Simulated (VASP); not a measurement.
# Rh (Fd-3m) in VASP: further runs, part 2 of 2

VASP 6.6.1. Earlier steps stand in the parts before.

## (3) Single point, PBE

This run uses another cell than the first one, of 20.96 Å³/atom, 1.020 times its volume.

Contents of INCAR:

```
SYSTEM = Rh
PREC     = Accurate       ! precision mode
ENCUT    = 520            ! plane-wave cutoff, eV
EDIFF    = 1E-6           ! SCF threshold, eV
ISMEAR   = -1             ! smearing method
SIGMA    = 0.06122561905347299 ! smearing width, eV
LREAL    = .False.        ! projectors in reciprocal space
LASPH    = .True.         ! aspherical terms in the spheres
NELM     = 80             ! most SCF steps
ALGO     = Normal         ! electronic algorithm
ISIF     = 2              ! what is computed and relaxed
LWAVE    = .False.        ! write WAVECAR
LCHARG   = .False.        ! write CHGCAR
GGA      = PE             ! functional
NBANDS   = 22             ! bands
```

Contents of KPOINTS:

```
regular mesh
0
Gamma
  17 17 17
  0 0 0
```

Contents of POSCAR:

```
Rh
1.0
    0.0000000000      2.7571551412      2.7571551412
    2.7571551412      0.0000000000      2.7571551412
    2.7571551412      2.7571551412      0.0000000000
Rh
2
Direct
    0.0000000000      0.0000000000      0.0000000000
    0.2500000000      0.2500000000      0.2500000000
```

Potentials or basis: VASP PAW PBE potentials, release 64 (Rh_pv).

Started as:

```console
cat potpaw_PBE.64/Rh_pv/POTCAR > POTCAR
mpirun -np 1 vasp_std > vasp.out
```

Wall time 2.3 min (1 thread of Intel Xeon Platinum 8375C at 2.90GHz (Ice Lake), shared host); peak memory 0.25 GiB.

The run converged. Its results:

```yaml
Free_energy: -12.3188 eV
Pressure: 0.0 GPa
Band_gap_on_the_k_mesh: zero (band 15 reaches 6.96 eV, above the bottom of band 16 at 5.74 eV)
```

Levels at points of the mesh, in eV from the Fermi level:
```csv
k point,band 12,band 13,band 14,band 15,band 16,band 17,band 18,band 19
"(0.00, 0.00, 0.00)",-3.88,-1.43,-1.43,-1.43,0.36,0.36,12.51,12.69
```

## (4) Single point, PBE

This run uses another cell than the first one, of 21.38 Å³/atom, 1.041 times its volume.

Contents of INCAR:

```
PREC = Accurate
ENCUT = 520
EDIFF = 1E-7
ISMEAR = -1
SIGMA = 0.06122561905347299
LREAL = False
LASPH = True
NELM = 60
ALGO = Normal
ISIF = 2
LWAVE = False
LCHARG = False
GGA = PE
NBANDS = 22
```

Contents of KPOINTS:

```
regular mesh
0
Gamma
  17 17 17
```

Contents of POSCAR:

```
Rh
1.0
    0.0000000000      2.7754149789      2.7754149789
    2.7754149789      0.0000000000      2.7754149789
    2.7754149789      2.7754149789      0.0000000000
Rh
2
Direct
    0.0000000000      0.0000000000      0.0000000000
    0.2500000000      0.2500000000      0.2500000000
```

Potentials or basis: VASP PAW PBE potentials, release 64 (Rh_pv).

Started as:

```console
cat potpaw_PBE.64/Rh_pv/POTCAR > POTCAR
mpirun -np 1 vasp_std > vasp.out
```

OUTCAR:

```text
PREC = Accurate
   ENCUT = 520
   EDIFF = 1E-7
   ISMEAR = -1
   LREAL = False
   LASPH = True
   NELM = 60
   ISIF = 2
   GGA = PE

 ion  position               nearest neighbor table
   1  0.000  0.000  0.000-   2 2.40   2 2.40   2 2.40   2 2.40
   2  0.250  0.250  0.250-   1 2.40   1 2.40   1 2.40   1 2.40

  LATTYP: Found a face centered cubic cell.
 ALAT       =     5.5508299578

  Lattice vectors:

 A1 = (   0.0000000000,   2.7754149789,   2.7754149789)
 A2 = (   2.7754149789,   0.0000000000,   2.7754149789)
 A3 = (   2.7754149789,   2.7754149789,   0.0000000000)

Analysis of symmetry for initial positions (statically):
=====================================================================
 Subroutine PRICEL returns:
 Original cell was already a primitive cell.

 Routine SETGRP: Setting up the symmetry group for a
 face centered cubic supercell.

 Subroutine GETGRP returns: Found 48 space group operations
 (whereof 24 operations were pure point group operations)
 out of a pool of 48 trial point group operations.

[... 159 lines left out ...]
  ---------------------------------------------------
  free energy    TOTEN  =       -12.31303345 eV

  energy without entropy =      -12.26890289  energy(sigma->0) =      -12.29096817

 E-fermi :   6.0995     XC(G=0): -10.9979

 val. band max:        6.0977790180   @ k =   0.4706   0.3529   0.0588
 cond. band min:       6.1001745889   @ k =   0.4118   0.0588   0.0000
 fundamental gap:      0.0023955709
 Fermi energy:         6.0994922927

 k-point     1 :       0.0000    0.0000    0.0000
  band No.  band energies     occupation
      1     -40.9249      2.00000
      2     -40.9249      2.00000
      3     -40.9249      2.00000
      4     -40.3516      2.00000
      5     -40.3516      2.00000
      6     -40.3516      2.00000
[... 589 lines left out ...]
     21      18.3602      0.00000
     22      19.2132      0.00000

 [... further k-points ...]

------------------------ aborting loop because EDIFF is reached ----------------------------------------

  FORCE on cell =-STRESS in cart. coord.  units (eV):
  Direction    XX          YY          ZZ          XY          YZ          ZX
  --------------------------------------------------------------------------------------
  -------------------------------------------------------------------------------------
  Total       -0.6326070     -0.6326070     -0.6326070      0.0000000      0.0000000     -0.0000000
  in kB      -23.7044999    -23.7044999    -23.7044999      0.0000000      0.0000000     -0.0000000
  external PRESSURE =     -23.7044999 kB  Pullay stress =       0.0000000 kB

 VOLUME and BASIS-vectors are now :
 -----------------------------------------------------------------------------
  energy-cutoff  :      520.00
  volume of cell :       42.76
      direct lattice vectors                 reciprocal lattice vectors
     0.000000000  2.775414979  2.775414979    -0.180153240  0.180153240  0.180153240
     2.775414979  0.000000000  2.775414979     0.180153240 -0.180153240  0.180153240
     2.775414979  2.775414979  0.000000000     0.180153240  0.180153240 -0.180153240

 POSITION                                       TOTAL-FORCE (eV/Angst)
 -----------------------------------------------------------------------------------
      0.00000      0.00000      0.00000        -0.000000     -0.000000     -0.000000
      1.38771      1.38771      1.38771         0.000000      0.000000      0.000000
 -----------------------------------------------------------------------------------
    total drift:                                0.000000     -0.000000      0.000000

  FREE ENERGIE OF THE ION-ELECTRON SYSTEM (eV)
  ---------------------------------------------------
  free  energy   TOTEN  =       -12.3130334475 eV

  energy  without entropy=      -12.2689028932  energy(sigma->0) =      -12.29096817
```

Wall time 2.1 min (1 thread of Intel Xeon Platinum 8375C at 2.90GHz (Ice Lake), shared host); peak memory 0.25 GiB.

Results:

```yaml
Free_energy: -12.3130 eV
Pressure: -2.4 GPa
Band_gap_on_the_k_mesh: zero (band 15 reaches 6.69 eV, above the bottom of band 16 at 5.51 eV)
```

## (5) Single point, PBE

This run uses another cell than the first one, of 21.38 Å³/atom, 1.041 times its volume.

Contents of INCAR:

```
SYSTEM = Rh
PREC = Accurate
ENCUT = 520
EDIFF = 1E-6
ISMEAR = -1
SIGMA = 0.06122561905347299
LREAL = .False.
LASPH = .True.
NELM = 60
ALGO = Normal
ISIF = 2
LWAVE = .False.
LCHARG = .True.
GGA = PE
LELF = .True.
LVHAR = .True.
NBANDS = 22
```

Contents of KPOINTS:

```
regular mesh
0
Gamma
  17 17 17
  0 0 0
```

POSCAR is that of step 4.

Started as:

```console
cat potpaw_PBE.64/Rh_pv/POTCAR > POTCAR
mpirun -np 1 vasp_std > vasp.out
```

It took 2.1 min on 1 thread of Intel Xeon Platinum 8375C at 2.90GHz (Ice Lake), shared host; peak memory 0.25 GiB.

The run converged. Its results:

* Free energy: -12.3130 eV
* Pressure: -2.4 GPa
* Band gap on the k mesh: zero (band 15 reaches 6.69 eV, above the bottom of band 16 at 5.51 eV)

Levels at points of the mesh, in eV from the Fermi level:
```
           k point  band 13  band 14  band 15  band 16  band 17  band 18
(0.00, 0.00, 0.00)    -1.39    -1.39    -1.39     0.34     0.34    12.44
```

## (6) Overview

```tsv
cell	k mesh	gap on the mesh (eV)	pressure (GPa)
a = 3.873 Å, angles 60.0°, 2 atoms	34 × 34 × 34	none	2.8
a = 3.899 Å, angles 60.0°, 2 atoms	17 × 17 × 17	none	0.0
a = 3.925 Å, angles 60.0°, 2 atoms	17 × 17 × 17	none	-2.4
```

Alike in all rows: task single point; level PBE; potentials or basis VASP PAW PBE potentials, release 64 (Rh_pv); no spin polarisation; cutoff (eV) 520; smearing fermi-dirac 0.0612256 eV.

Total energies depend on the potentials used, so only differences within one code and one set of settings carry meaning.
